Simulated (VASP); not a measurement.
MnZn:

```
Mn Zn
1.0
     3.07000    0.00000    0.00000
     0.00000    3.07000    0.00000
     0.00000    0.00000    3.07000
Mn Zn
1 1
Direct
  0.00000 0.00000 0.00000
  0.50000 0.50000 0.50000
```

Base run:

* Program: VASP 6.6.1
* Functional: LDA
* Potentials or basis: VASP PAW LDA potentials, release 64 (Mn_pv, Zn)
* Cutoff: 520 eV
* k mesh: 7 × 7 × 7
* Occupations: gaussian, width 0.1 eV
* Spin: collinear spin, ferromagnetic start
* Starting moments: [4.54, 0.17] μB
* Fixed moment: 4.8 μB

Its results: pressure 2.3 GPa; site moments Mn +4.14; Zn +0.16 μB.

**Question.** After a change of settings the same cell gave: pressure -21.7 GPa; site moments Mn +2.46; Zn -0.07 μB. Which change was it?
A. fixed moment from 4.8 μB to 2.4 μB; moments at the start from [4.54, 0.17] to [2.72, -0.07]
B. fixed moment from 4.8 μB to 0.8 μB; moments at the start from [4.54, 0.17] to [0.93, -0.03]
C. fixed moment from 4.8 μB to 1.6 μB; moments at the start from [4.54, 0.17] to [1.86, -0.06]

**Answer.** A.

Caveats: the total moment is fixed, so each spin has its own Fermi level; the cell stands under tension (at least some runs).
